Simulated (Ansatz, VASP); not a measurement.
One calculation of CuNiCO, two programs

File POSCAR:

```
CuNiCO
1.0
    3.4018710700      0.0000000000      0.0000000000
    0.0000000000      3.4018710700      0.0000000000
    0.0000000000      0.0000000000      7.6949096800
Cu C Ni O
2 2 2 2
Direct
    0.7500000000      0.2500000000      0.5000000000
    0.2500000000      0.7500000000      0.5000000000
    0.2500000000      0.2500000000      0.3442000000
    0.7500000000      0.7500000000      0.6558000000
    0.2500000000      0.7500000000      0.0000000000
    0.7500000000      0.2500000000      0.0000000000
    0.2500000000      0.2500000000      0.9256000000
    0.7500000000      0.7500000000      0.0744000000
```

File INCAR.step1:

```
ALGO     = Normal         # electronic algorithm
EDIFF    = 1E-4           # SCF threshold, eV
ENCUT    = 520            # plane-wave cutoff, eV
GGA      = PE             # functional
ISMEAR   = -1             # smearing method
LASPH    = True           # aspherical terms in the spheres
LCHARG   = False          # write CHGCAR
LREAL    = False          # projectors in reciprocal space
LWAVE    = True           # write WAVECAR
NBANDS   = 41             # bands
NELM     = 60             # most SCF steps
PREC     = Accurate       # precision mode
SIGMA    = 0.1            # smearing width, eV
```

INCAR.step2

```
ALGO     = Normal         # electronic algorithm
EDIFF    = 1E-6           # SCF threshold, eV
ENCUT    = 520            # plane-wave cutoff, eV
ISIF     = 2              # what is computed and relaxed
ISMEAR   = -1             # smearing method
ISTART   = 1            
LASPH    = True           # aspherical terms in the spheres
LCHARG   = False          # write CHGCAR
LMIXTAU  = True         
LREAL    = False          # projectors in reciprocal space
LWAVE    = False          # write WAVECAR
METAGGA  = R2SCAN         # meta-GGA
NBANDS   = 41             # bands
NELM     = 60             # most SCF steps
PREC     = Accurate       # precision mode
SIGMA    = 0.1            # smearing width, eV
```

File KPOINTS:

```
k-points
0
Gamma
  10 10 5
```

Input for Ansatz:

```yaml
crystal:
  lattice:
    - [3.40187107, 0.0, 0.0]
    - [0.0, 3.40187107, 0.0]
    - [0.0, 0.0, 7.69490968]
  atoms:
    - { symbol: Cu, position: [0.75, 0.25, 0.5] }
    - { symbol: Cu, position: [0.25, 0.75, 0.5] }
    - { symbol: C, position: [0.25, 0.25, 0.3442] }
    - { symbol: C, position: [0.75, 0.75, 0.6558] }
    - { symbol: Ni, position: [0.25, 0.75, 0.0] }
    - { symbol: Ni, position: [0.75, 0.25, 0.0] }
    - { symbol: O, position: [0.25, 0.25, 0.9256] }
    - { symbol: O, position: [0.75, 0.75, 0.0744] }
  symmetry: { tolerance: 0.0003 }
kpoints:
  mp_grid: { grid: [10, 10, 5], shift: [0, 0, 0] }
  band_path:
    path:
      - [0.0, 0.0, 0.0]
      - [0.0, 0.5, 0.0]
      - [0.5, 0.5, 0.0]
      - [0.0, 0.0, 0.0]
      - [0.0, 0.0, 0.5]
      - [0.0, 0.5, 0.5]
      - [0.5, 0.5, 0.5]
      - [0.0, 0.0, 0.5]
      - [0.0, 0.5, 0.0]
      - [0.0, 0.5, 0.5]
      - [0.5, 0.5, 0.0]
    npoints: 7
magnetization:
  spin_polarized: false
scf:
  occupations: { method: fermi_dirac }
  lower_state_search: "off"
  max_iter: 200
hamiltonian:
  pseudopotentials: { kind: paw }
  xc: r2scan
basis:
  ecutwfc: 500
  fft_grid_basis: typed
output:
  forces: true
  stress: true
  eigenvalues: true
  bader: true
  populations: true
  elf: true
  write_potential: true
  volumetric_format: npy
  dos:
    e_range: [-12, 8]
    de: 0.05
    projected: { site_lists: { C: [C], Cu: [Cu], Ni: [Ni], O: [O] } }
  write_density: true
checkpoint:
  read: saved_state
```

Alike in both runs: task single point; functional r2SCAN; k mesh 10 × 10 × 5; no spin polarisation.

```csv
,VASP,Ansatz
version,VASP 6.6.1,Ansatz 0.2.0
potentials or method,"VASP PAW PBE potentials, release 64 (Cu, C, Ni, O), cutoff 520 eV",PAW plane waves
occupations,"fermi-dirac, width 0.1 eV",fermi-dirac
valence electrons in the cell,62,94
```

Ansatz gave:

| Quantity | Value |
| --- | --- |
| pressure (GPa) | 13.5 |
| traceless stress, the component that is largest in VASP (GPa) | -26.40 |
| rms of the force components (eV/Å) | 0.739 |

What did VASP give for the same quantities?

Pressure (GPa): 14.7; traceless stress, the component that is largest in VASP (GPa): -27.17; rms of the force components (eV/Å): 0.734.

VASP's potentials were made for PBE, not for r2SCAN. Atom by atom the forces differ by 0.056 eV/Å (rms over components). VASP's potentials hold 62 valence electrons a cell and Ansatz's 94, so a difference there can come from the potentials and not from the codes.
